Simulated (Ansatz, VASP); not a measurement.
Two plane-wave programs on In2GeS2

```
In Ge S
1.0
     4.42629    0.00000    0.00000
    -2.21314    3.83328    0.00000
     0.00000    0.00000    6.80329
In Ge S
2 1 2
Direct
  0.33333 0.66667 0.26407
  0.33333 0.66667 0.73593
  0.00000 0.00000 0.50000
  0.66667 0.33333 0.00000
  0.00000 0.00000 0.00000
```

Change from the starting cell: species swapped into the La2Cu2I type (P-6m2, No. 187).

Alike in both runs: functional PBE; k mesh 12 × 12 × 6; occupations gaussian, width 0.1 eV; no spin polarisation.

Ansatz relaxed the structure, and its values are those at the end. VASP's run is a single point on that final structure, the one shown.

```csv
,VASP,Ansatz
version,VASP 6.6.1,Ansatz 0.2.0
potentials or method,"VASP PAW PBE potentials, release 64 (In_d, Ge_d, S), cutoff 520 eV","scalar-relativistic, plane waves, PAW"
valence electrons in the cell,52,52
```

Ansatz gave:

* gap on the k mesh at the Fermi level (eV): none
* pressure (GPa): 0.0

Q: Which values does VASP return?

A: gap on the k mesh at the Fermi level (eV): none; pressure (GPa): -0.1.

A gap of «none» marks a metal or a gap that the smearing closes.
